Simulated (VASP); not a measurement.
Set up this calculation in VASP 6.6.1, as the native input.

```yaml
Task: single point
Functional: PBE
Potentials_or_basis: VASP PAW PBE potentials, release 64 (Te)
Cutoff: 520 eV
k_mesh: 7 × 7 × 5
Occupations: fermi-dirac, width 0.05 eV
Spin: no spin polarisation
Dipole_correction: no
Further_INCAR_settings: ALGO = Normal; EDIFF = 1e-06; NBANDS = 16
```

The structure of Te lies in POSCAR:

```
Te
1.0
    4.5126119846      0.0000000000      0.0000000000
   -2.2563059923      3.9080366161      0.0000000000
    0.0000000000      0.0000000000      6.0019563082
Te
3
Direct
    0.7310000000      0.7310000000      0.0000000000
    0.0000000000      0.2690000000      0.6666666667
    0.2690000000      0.0000000000      0.3333333333
```

These files were run (other wordings do the same):

INCAR

```
SYSTEM = Te
ALGO = Normal
EDIFF = 1E-6
ENCUT = 520
GGA = PE
ISIF = 2
ISMEAR = -1
LASPH = .TRUE.
LCHARG = .FALSE.
LREAL = .FALSE.
LWAVE = .FALSE.
NBANDS = 16
NELM = 100
PREC = Accurate
SIGMA = 0.05
```

KPOINTS

```
k-points
0
G
  7 7 5
  0 0 0
```

Potentials or basis: VASP PAW PBE potentials, release 64 (Te).

Run with:

```bash
$ cat potpaw_PBE.64/Te/POTCAR > POTCAR
$ mpirun -np 1 vasp_std > vasp.out
```

Results of the run:

```json
{"Pressure": "-0.4 GPa", "Largest force": "0.041 eV/Å", "Band gap on the k mesh": "0.64 eV (least direct gap 0.76 eV)"}
```

Caveat: spin-orbit coupling is left out, which moves the levels of the heavy elements; an odd mesh through Γ misses points on the zone boundary, where band edges can lie.

It took 100 s on 1 thread of Intel Xeon 8259CL, on a shared host, peak memory 0.25 GiB.
